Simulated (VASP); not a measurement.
# PbF2 (Fm-3m) in VASP: notebook, part 2 of 3

VASP 6.6.1. Earlier steps stand in the parts before.

### Step 5. Single point, r2SCAN (17.64 Å³/atom)

This run uses another cell than the first one, of 17.64 Å³/atom.

Contents of POSCAR:

```
PbF2
1.0
    0.0000000000      2.9800654360      2.9800654360
    2.9800654360      0.0000000000      2.9800654360
    2.9800654360      2.9800654360      0.0000000000
Pb F
1 2
Direct
    0.0000000000      0.0000000000      0.0000000000
    0.2500000000      0.2500000000      0.2500000000
    0.7500000000      0.7500000000      0.7500000000
```

Contents of INCAR.step1:

```
SYSTEM = PbF2
PREC = Accurate ; ENCUT = 520
ISMEAR = 0 ; SIGMA = 0.05
LREAL = .False. ; LASPH = .True.
NELM = 100 ; NBANDS = 21
GGA = PE ; ALGO = Normal
EDIFF = 1E-4 ; LWAVE = .True.
LCHARG = .False.
```

Contents of INCAR.step2:

```
SYSTEM = PbF2
PREC = Accurate ; ENCUT = 520
EDIFF = 1E-6 ; ISMEAR = 0
SIGMA = 0.05 ; LREAL = .False.
LASPH = .True. ; NELM = 100
ALGO = Normal ; ISIF = 2
LWAVE = .False. ; LCHARG = .True.
METAGGA = R2SCAN ; LMIXTAU = .True.
LELF = .True. ; LVHAR = .True.
NBANDS = 21 ; ISTART = 1
```

Contents of KPOINTS:

```
regular mesh
0
Gamma
  8 8 8
  0 0 0
```

Potentials or basis: VASP PAW PBE potentials, release 64 (Pb_d, F).

Command:

```sh
cat potpaw_PBE.64/Pb_d/POTCAR potpaw_PBE.64/F/POTCAR > POTCAR
cp INCAR.step1 INCAR
mpirun -np 1 vasp_std > vasp.out
cp INCAR.step2 INCAR
mpirun -np 1 vasp_std > vasp.out
```

OUTCAR:

```text
SYSTEM = PbF2
   PREC = Accurate
   ENCUT = 520
   EDIFF = 1E-6
   ISMEAR = 0
   LREAL = .False.
   LASPH = .True.
   NELM = 100
   ISIF = 2
   METAGGA = R2SCAN
   ISTART = 1

 ion  position               nearest neighbor table
   1  0.000  0.000  0.000-   3 2.58   3 2.58   3 2.58   2 2.58   2 2.58   2 2.58   3 2.58   2 2.58

   2  0.250  0.250  0.250-   1 2.58   1 2.58   1 2.58   1 2.58
   3  0.750  0.750  0.750-   1 2.58   1 2.58   1 2.58   1 2.58

  LATTYP: Found a face centered cubic cell.
 ALAT       =     5.9601308720

  Lattice vectors:

 A1 = (   0.0000000000,   2.9800654360,   2.9800654360)
 A2 = (   2.9800654360,   0.0000000000,   2.9800654360)
 A3 = (   2.9800654360,   2.9800654360,   0.0000000000)

Analysis of symmetry for initial positions (statically):
=====================================================================
 Subroutine PRICEL returns:
 Original cell was already a primitive cell.

 Routine SETGRP: Setting up the symmetry group for a
 face centered cubic supercell.

 Subroutine GETGRP returns: Found 48 space group operations
 (whereof 48 operations were pure point group operations)
 out of a pool of 48 trial point group operations.

The static configuration has the point symmetry O_h .

Analysis of symmetry for dynamics (positions and initial velocities):
=====================================================================
 Subroutine PRICEL returns:
 Original cell was already a primitive cell.

 Routine SETGRP: Setting up the symmetry group for a
 face centered cubic supercell.

 Subroutine GETGRP returns: Found 48 space group operations
 (whereof 48 operations were pure point group operations)
 out of a pool of 48 trial point group operations.

The dynamic configuration has the point symmetry O_h .

 Subroutine INISYM returns: Found 48 space group operations
 (whereof 48 operations are pure point group operations),
 and found     1 'primitive' translations

----------------------------------------------------------------------------------------

                                     Primitive cell

  volume of cell :      52.9307

  direct lattice vectors                    reciprocal lattice vectors
     0.000000000  2.980065436  2.980065436    -0.167781551  0.167781551  0.167781551
     2.980065436  0.000000000  2.980065436     0.167781551 -0.167781551  0.167781551
     2.980065436  2.980065436  0.000000000     0.167781551  0.167781551 -0.167781551

  length of vectors
     4.214448956  4.214448956  4.214448956     0.290606170  0.290606170  0.290606170

  position of ions in fractional coordinates (direct lattice)
     0.000000000  0.000000000  0.000000000
     0.250000000  0.250000000  0.250000000
     0.750000000  0.750000000  0.750000000

  ion indices of the primitive-cell ions
   primitive index   ion index
                 1           1
                 2           2
                 3           3

----------------------------------------------------------------------------------------

 KPOINTS: regular mesh

Automatic generation of k-mesh.
 Grid dimensions read from file:
 generate k-points for:    8    8    8

 Generating k-lattice:

  Cartesian coordinates                     Fractional coordinates (reciprocal lattice)
    -0.020972694  0.020972694  0.020972694     0.125000000  0.000000000  0.000000000
     0.020972694 -0.020972694  0.020972694     0.000000000  0.125000000  0.000000000
     0.020972694  0.020972694 -0.020972694     0.000000000  0.000000000  0.125000000

  Length of vectors
     0.036325771  0.036325771  0.036325771

  Shift w.r.t. Gamma in fractional coordinates (k-lattice)
     0.000000000  0.000000000  0.000000000

 Subroutine IBZKPT returns following result:
 ===========================================

 Found     29 irreducible k-points:

 Following reciprocal coordinates:
            Coordinates               Weight
  0.000000  0.000000  0.000000      1.000000
  0.125000  0.000000  0.000000      8.000000
  0.250000  0.000000  0.000000      8.000000
  0.375000  0.000000  0.000000      8.000000
  0.500000  0.000000  0.000000      4.000000
  0.125000  0.125000  0.000000      6.000000
[... 16 lines left out ...]
  0.500000  0.250000  0.125000     48.000000
 -0.375000  0.250000  0.125000     24.000000
 [... further k-points ...]
   k-points           NKPTS =     29   k-points in BZ     NKDIM =     29   number of bands    NBANDS=     21
   number of dos      NEDOS =    301   number of ions     NIONS =      3
   total plane-waves  NPLWV =  32768
   dimension x,y,z NGX =    32 NGY =   32 NGZ =   32
   dimension x,y,z NGXF=    64 NGYF=   64 NGZF=   64
   ions per type =               1   2
   NGX,Y,Z   is equivalent  to a cutoff of  12.62, 12.62, 12.62 a.u.
   NGXF,Y,Z  is equivalent  to a cutoff of  25.25, 25.25, 25.25 a.u.
 SYSTEM =  PbF2
   PREC   = accura    normal or accurate (medium, high low for compatibility)
   ISTART =      1    job   : 0-new  1-cont  2-samecut
   ICHARG =      0    charge: 1-file 2-atom 10-const
   ISPIN  =      1    spin polarized calculation?
   LNONCOLLINEAR =      F non collinear calculations
   LSORBIT =      F    spin-orbit coupling
   LASPH  =      T    aspherical Exc in radial PAW
   ENCUT  =  520.0 eV  38.22 Ry    6.18 a.u.   7.84  7.84  7.84*2*pi/ulx,y,z
   NELM   =    100;   NELMIN=  2; NELMDL=  0     # of ELM steps
   EDIFF  = 0.1E-05   stopping-criterion for ELM
   LREAL  =      F    real-space projection
[... 7 lines left out ...]
   TEBEG  =    0.0;   TEEND  =   0.0 temperature during run
   PSTRESS=    0.0 pullay stress
   NELECT =      28.0000    total number of electrons
   NUPDOWN=      -1.0000    fix difference up-down
   EMIN   =  10.00;   EMAX   =-10.00  energy-range for DOS
   EFERMI =   0.00;   METHOD = LEGACY
   ISMEAR =     0;   SIGMA  =   0.05  broadening in eV -4-tet -1-fermi 0-gaus
   EFERMI_NEDOS =   21; number of points for ismear=-14 and -15
   IALGO  =     38    algorithm
   IMIX   =      4    mixing-type and parameters
     AMIX     =   0.40;   BMIX     =  1.00
     AMIX_MAG =   1.60;   BMIX_MAG =  1.00
  volume/ion in A,a.u.               =      17.64       119.06
  Fermi-wavevector in a.u.,A,eV,Ry     =   1.324011  2.502019 23.851095  1.753006
  Thomas-Fermi vector in A             =   2.453577
   LORBIT       =      0    0 simple, 1 ext, 2 COOP (PROOUT), +10 PAW based schemes
   METAGGA = R2SCAN    functional components
   LHFCALC =     F    Hartree Fock is set to
   AEXX    =    0.0000 exact exchange contribution
   IVDW    =     0    specifies the selected vdW correction
   LEPSILON=     F    determine dielectric tensor
   LRPA    =     F    only Hartree local field effects (RPA)
 non-spin polarized calculation
 Gauss-broadening in eV      SIGMA  =   0.05
  energy-cutoff  :      520.00
  volume of cell :       52.93
 maximum number of plane-waves:      1458
   NGX = 15   NGY = 15   NGZ = 15

 number of electron      28.0000018 magnetization

 Free energy of the ion-electron system (eV)
  ---------------------------------------------------
  ext. energy  EPLUGINS =         0.00000000
  ---------------------------------------------------
  free energy    TOTEN  =       -70.15844963 eV

  energy without entropy =      -70.15844963  energy(sigma->0) =      -70.15844963

 E-fermi :   1.5149     XC(G=0):  -9.9209

 val. band max:        1.3011430903   @ k =  -0.2500   0.5000   0.2500
 cond. band min:       6.2383684292   @ k =   0.5000   0.5000   0.0000
 fundamental gap:      4.9372253389
 Fermi energy:         1.5149326872

 k-point     1 :       0.0000    0.0000    0.0000
  band No.  band energies     occupation
      1     -20.9434      2.00000
      2     -20.3807      2.00000
      3     -13.5417      2.00000
      4     -13.5417      2.00000
      5     -13.5417      2.00000
      6     -13.4987      2.00000
[... 13 lines left out ...]
     20      17.1822      0.00000
     21      19.4887      0.00000

 k-point     2 :       0.1250    0.0000    0.0000
  band No.  band energies     occupation
      1     -20.9162      2.00000
      2     -20.4055      2.00000
      3     -13.5361      2.00000
      4     -13.5361      2.00000
      5     -13.5133      2.00000
      6     -13.4985      2.00000
[... 13 lines left out ...]
     20      16.7056      0.00000
     21      18.8055      0.00000
[... 487 lines left out ...]
      5     -13.4825      2.00000
      6     -13.4508      2.00000
[... 13 lines left out ...]
     20      17.7349      0.00000
     21      18.4599      0.00000

 k-point    24 :      -0.3750    0.2500    0.1250
  band No.  band energies     occupation
      1     -20.6610      2.00000
      2     -20.6311      2.00000
      3     -13.5173      2.00000
      4     -13.5084      2.00000
      5     -13.4715      2.00000
      6     -13.4426      2.00000
[... 13 lines left out ...]
     20      18.0030      0.00000
     21      18.4299      0.00000

 [... further k-points ...]
[... 5 lines left out ...]
  --------------------------------------------------------------------------------------
  -------------------------------------------------------------------------------------
  Total       -0.5073429     -0.5073429     -0.5073429      0.0000000      0.0000000     -0.0000000
  in kB      -15.3569423    -15.3569423    -15.3569423      0.0000000      0.0000000     -0.0000000
  external PRESSURE =     -15.3569423 kB  Pullay stress =       0.0000000 kB

 VOLUME and BASIS-vectors are now :
 -----------------------------------------------------------------------------
  energy-cutoff  :      520.00
  volume of cell :       52.93
      direct lattice vectors                 reciprocal lattice vectors
     0.000000000  2.980065436  2.980065436    -0.167781551  0.167781551  0.167781551
     2.980065436  0.000000000  2.980065436     0.167781551 -0.167781551  0.167781551
     2.980065436  2.980065436  0.000000000     0.167781551  0.167781551 -0.167781551

 POSITION                                       TOTAL-FORCE (eV/Angst)
 -----------------------------------------------------------------------------------
      0.00000      0.00000      0.00000        -0.000000     -0.000000      0.000000
      1.49003      1.49003      1.49003         0.000000      0.000000      0.000000
      4.47010      4.47010      4.47010        -0.000000     -0.000000     -0.000000
 -----------------------------------------------------------------------------------
    total drift:                                0.000000     -0.000000      0.000000

  FREE ENERGIE OF THE ION-ELECTRON SYSTEM (eV)
  ---------------------------------------------------
  free  energy   TOTEN  =       -70.1584496333 eV

  energy  without entropy=      -70.1584496333  energy(sigma->0) =      -70.15844963
```

It took 74 s on 1 thread of AMD EPYC 9R45 (Zen 5), shared host; peak memory 0.17 GiB.

Results:

```
Free energy            : -70.1584 eV
Pressure               : -1.5 GPa
Band gap on the k mesh : 4.94 eV (least direct gap 5.08 eV)
```

Levels at points of the mesh, in eV from the valence-band top:
```tsv
k point	band 10	band 11	band 12	band 13	band 14	band 15	band 16	band 17	band 18	band 19
(0.00, 0.00, 0.00)	-2.53	-2.53	-2.03	-2.03	-2.03	7.29	7.29	7.29	10.65	15.88
(0.50, 0.00, 0.00)	-2.70	-2.70	-2.21	-2.21	-0.05	5.39	8.19	8.19	13.42	14.31
(0.50, 0.50, 0.00)	-3.55	-1.63	-1.63	-1.62	-0.14	4.94	8.39	8.39	9.12	14.97
```

Caveat: the PAW data sets were made with another functional, which shifts forces and pressure a little; spin-orbit coupling is left out, which moves the levels of the heavy elements.

(Continued in part 3 of 3.)
